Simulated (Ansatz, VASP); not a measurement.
## One calculation of CdS, two programs

File INCAR:

```
  ALGO = Normal
  EDIFF = 1E-6
  ENCUT = 500
  GGA = PS
  GGA_COMPAT = F
  ISIF = 2
  ISMEAR = 0
  LASPH = T
  LCHARG = F
  LREAL = F
  LWAVE = F
  NBANDS = 16
  NELM = 120
  PREC = Accurate
  SIGMA = 0.01
```

The input KPOINTS:

```
k-points
0
Gamma
  6 6 4
```

File POSCAR:

```
CdS
1.0
    4.2611700000      0.0000000000      0.0000000000
   -2.1305850000      3.6902814698      0.0000000000
    0.0000000000      0.0000000000      5.8041730000
Cd S
1 1
Direct
    0.0000000000      0.0000000000      0.4426920000
    0.6666666667      0.3333333333      0.4343080000
```

Input for Ansatz:

```yaml
crystal:
  lattice:
    a: 4.26117
    b: 4.26117
    c: 5.804173
    alpha: 90.0
    beta: 90.0
    gamma: 120.0
  space_group: 156
  atoms:
    - { symbol: Cd, position: [0.0, 0.0, 0.442692] }
    - { symbol: S, position: [0.6666666666666666, 0.3333333333333333, 0.434308] }
basis:
  ecutwfc: 550.0
kpoints:
  mp_grid:
    grid: [6, 6, 4]
hamiltonian:
  xc: pbesol
scf:
  occupations:
    method: fixed
output:
  stress: true
```

Alike in both runs: task single point; functional PBEsol; k mesh 6 × 6 × 4; no spin polarisation.

|  | VASP | Ansatz |
| --- | --- | --- |
| version | VASP 6.6.1 | Ansatz 0.2.0 |
| potentials or method | VASP PAW PBE potentials, release 64 (Cd, S), cutoff 500 eV | plane waves, PAW |
| occupations | gaussian, width 0.01 eV | fixed |
| valence electrons in the cell | 18 | 26 |

VASP gave:

| Property | Result |
| --- | --- |
| pressure (GPa) | -1.3 |
| traceless stress, the component that is largest in VASP (GPa) | 1.29 |

Q: Which values does Ansatz return?

A: Pressure (GPa): -1.5; traceless stress, the component that is largest in VASP (GPa): 1.49.

VASP's potentials were made for PBE, not for PBEsol. VASP's potentials hold 18 valence electrons a cell and Ansatz's 26, so a difference there can come from the potentials and not from the codes.
